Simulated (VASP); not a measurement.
Se, 4 atoms in the cell. The structure is orthorhombic, space group P2_12_12 (No. 18). Conventional cell: a = 4.868 Å, b = 7.909 Å, c = 2.740 Å, α = 90.00°, β = 90.00°, γ = 90.00°. Within 3.0 Å of Se (site symmetry 1) lie 3 Se at 2.31 to 2.74 Å. 

- Program: VASP 6.6.1
- Task: relaxation of cell and atoms
- Functional: PBEsol
- Potentials or basis: VASP PAW PBE potentials, release 64 (Se)
- Cutoff: 600 eV
- k mesh: 4 × 2 × 6
- Occupations: gaussian, width 0.1 eV
- Spin: no spin polarisation
- Dipole correction: no
- Further INCAR settings: ALGO = Normal; EDIFF = 1e-07; IBRION = 2; EDIFFG = -0.04; NSW = 90; ISIF = 3

Potentials or basis: VASP PAW PBE potentials, release 64 (Se).

Launch:

```sh
$ cat potpaw_PBE.64/Se/POTCAR > POTCAR
$ mpirun -np 1 vasp_std > vasp.out
```

Hardware: 1 thread of Intel(R) Xeon(R) 6975P-C (Granite Rapids), on a shared host.

Task: Estimate the wall time of this run.

Result: Wall time 3.1 min on 1 thread of Intel(R) Xeon(R) 6975P-C (Granite Rapids) (shared host), peak memory 0.26 GiB. Counts: scf iterations 108, k points 24, ion steps 13.
